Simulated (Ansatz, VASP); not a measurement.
## Two plane-wave programs on BN

The input INCAR:

```
ALGO = Normal ; EDIFF = 1E-6
ENCUT = 520 ; GGA = PE
ISIF = 2 ; ISMEAR = 0
LASPH = True ; LCHARG = False
LREAL = False ; LWAVE = False
NBANDS = 26 ; NELM = 100
PREC = Accurate ; SIGMA = 0.01
```

Contents of KPOINTS:

```
k-points
0
Gamma
  9 9 4
```

POSCAR

```
BN
1.0
    2.5584475405      0.0000000000      0.0000000000
   -1.2792237703      2.2156805643      0.0000000000
    0.0000000000      0.0000000000      8.4089442603
B N
4 4
Direct
    0.0000000000      0.0000000000      0.0003724745
    0.3333333333      0.6666666667      0.2497003558
    0.0000000000      0.0000000000      0.5003724745
    0.6666666667      0.3333333333      0.7497003558
    0.0000000000      0.0000000000      0.1870105293
    0.3333333333      0.6666666667      0.4379166404
    0.0000000000      0.0000000000      0.6870105293
    0.6666666667      0.3333333333      0.9379166404
```

Input for Ansatz:

```yaml
crystal:
  lattice:
    - [2.5584475405, 0.0, 0.0]
    - [-1.2792237703, 2.2156805643, 0.0]
    - [0.0, 0.0, 8.4089442603]
  atoms:
    - { symbol: B, position: [0.0, 0.0, 0.0003724745] }
    - { symbol: B, position: [0.3333333333, 0.6666666667, 0.2497003558] }
    - { symbol: B, position: [0.0, 0.0, 0.5003724745] }
    - { symbol: B, position: [0.6666666667, 0.3333333333, 0.7497003558] }
    - { symbol: "N", position: [0.0, 0.0, 0.1870105293] }
    - { symbol: "N", position: [0.3333333333, 0.6666666667, 0.4379166404] }
    - { symbol: "N", position: [0.0, 0.0, 0.6870105293] }
    - { symbol: "N", position: [0.6666666667, 0.3333333333, 0.9379166404] }
kpoints:
  mp_grid: { grid: [9, 9, 4] }
hamiltonian:
  xc: pbe
scf:
  occupations: { method: fixed }
  n_extra_bands: 6
output:
  forces: true
  stress: true
  eigenvalues: true
```

Alike in both runs: task single point; functional PBE; k mesh 9 × 9 × 4; no spin polarisation.

|  | VASP | Ansatz |
| --- | --- | --- |
| version | VASP 6.6.1 | Ansatz 0.2.0 |
| potentials or method | VASP PAW PBE potentials, release 64 (B, N) | plane waves, PAW |
| plane-wave cutoff (eV) | 520 | 420 |
| occupations | gaussian, width 0.01 eV | fixed |
| valence electrons in the cell | 32 | 32 |

|  | VASP | Ansatz | Ansatz less VASP |
| --- | --- | --- | --- |
| gap on the k mesh at the Fermi level (eV) | 5.61 | 5.62 | +0.010 |
| pressure (GPa) | 0.3 | 0.0 | -0.24 |
